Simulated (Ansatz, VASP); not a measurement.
# NaCl: VASP beside Ansatz

```
Na Cl
1.0
     0.01713    3.08727    3.08727
     3.08727    0.01713    3.08727
     3.10441    3.10441    0.00000
Na Cl
1 1
Direct
  0.00125 0.00125 0.99875
  0.24875 0.24875 0.25125
```

Change from the starting cell: shear_xy strain +1.1%.

Alike in both runs: task single point; functional r2SCAN; k mesh 8 × 8 × 8; no spin polarisation.

```csv
,VASP,Ansatz
version,VASP 6.6.1,Ansatz 0.2.0
potentials or method,"VASP PAW PBE potentials, release 64 (Na_pv, Cl)","plane waves, PAW"
plane-wave cutoff (eV),520,500
occupations,"gaussian, width 0.01 eV",fixed
valence electrons in the cell,14,16
```

VASP gave:

```
gap on the k mesh at the Fermi level (eV)                     : 5.55
pressure (GPa)                                                : -0.1
traceless stress, the component that is largest in VASP (GPa) : -0.06
```

Question: Which values does Ansatz return?

Answer: gap on the k mesh at the Fermi level (eV): 5.54; pressure (GPa): 0.0; traceless stress, the component that is largest in VASP (GPa): -0.06.

VASP's potentials were made for PBE, not for r2SCAN. VASP's potentials hold 14 valence electrons a cell and Ansatz's 16, so a difference there can come from the potentials and not from the codes.
